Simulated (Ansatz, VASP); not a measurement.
**Cu: VASP beside Ansatz**

```
CELL_PARAMETERS angstrom
2.56801 0.00000 0.00000
-1.28401 2.22396 0.00000
0.00000 0.00000 25.48382
ATOMIC_POSITIONS crystal
Cu 0.66667 0.33333 0.29447
Cu 0.33333 0.66667 0.37618
Cu 0.66667 0.33333 0.45856
Cu 0.33333 0.66667 0.54144
Cu 0.66667 0.33333 0.62382
Cu 0.33333 0.66667 0.70553
```

Alike in both runs: functional PBE; k mesh 15 × 15 × 1; occupations gaussian, width 0.1 eV; no spin polarisation.

Ansatz relaxed the structure, and its values are those at the end. VASP's run is a single point on that final structure, the one shown.

|  | VASP | Ansatz |
| --- | --- | --- |
| version | VASP 6.6.1 | Ansatz 0.2.0 |
| potentials or method | VASP PAW PBE potentials, release 64 (Cu), cutoff 520 eV | scalar-relativistic, plane waves, PAW |
| valence electrons in the cell | 66 | 114 |

VASP gave:

- gap on the k mesh at the Fermi level (eV): none
- rms of the force components (eV/Å): 0.006

Estimate Ansatz's values.

gap on the k mesh at the Fermi level (eV): none; rms of the force components (eV/Å): 0.000.

A gap of «none» marks a metal or a gap that the smearing closes. VASP's potentials hold 66 valence electrons a cell and Ansatz's 114, so a difference there can come from the potentials and not from the codes. Ansatz's warnings: xc potential rough in thin density.
